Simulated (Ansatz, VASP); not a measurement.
## One calculation of Tl, two programs

```xyz
2
Lattice="3.4093 0.0000 0.0000 -1.7046 2.9525 0.0000 0.0000 0.0000 5.4503" Properties=species:S:1:pos:R:3 pbc="T T T"
Tl    1.7046    0.9842    4.0877
Tl    0.0000    1.9684    1.3626
```

Change from the starting cell: volume scaled by 0.96.

Alike in both runs: task single point; functional PBEsol; k mesh 9 × 9 × 5; occupations fermi-dirac, width 0.05 eV; no spin polarisation.

```csv
,VASP,Ansatz
version,VASP 6.6.1,Ansatz 0.2.0
potentials or method,"VASP PAW PBE potentials, release 64 (Tl_d), cutoff 520 eV","all-electron LAPW, scalar-relativistic"
```

Ansatz gave:

```
gap on the k mesh at the Fermi level (eV)                     : none
pressure (GPa)                                                : 1.9
traceless stress, the component that is largest in VASP (GPa) : 1.08
```

Task: What did VASP give for the same quantities?

Result: gap on the k mesh at the Fermi level (eV): none; pressure (GPa): 1.8; traceless stress, the component that is largest in VASP (GPa): 1.08.

VASP's potentials were made for PBE, not for PBEsol. A gap of «none» marks a metal or a gap that the smearing closes. Ansatz ran all-electron here, and VASP with PAW potentials.

Neither program's run includes spin-orbit coupling.
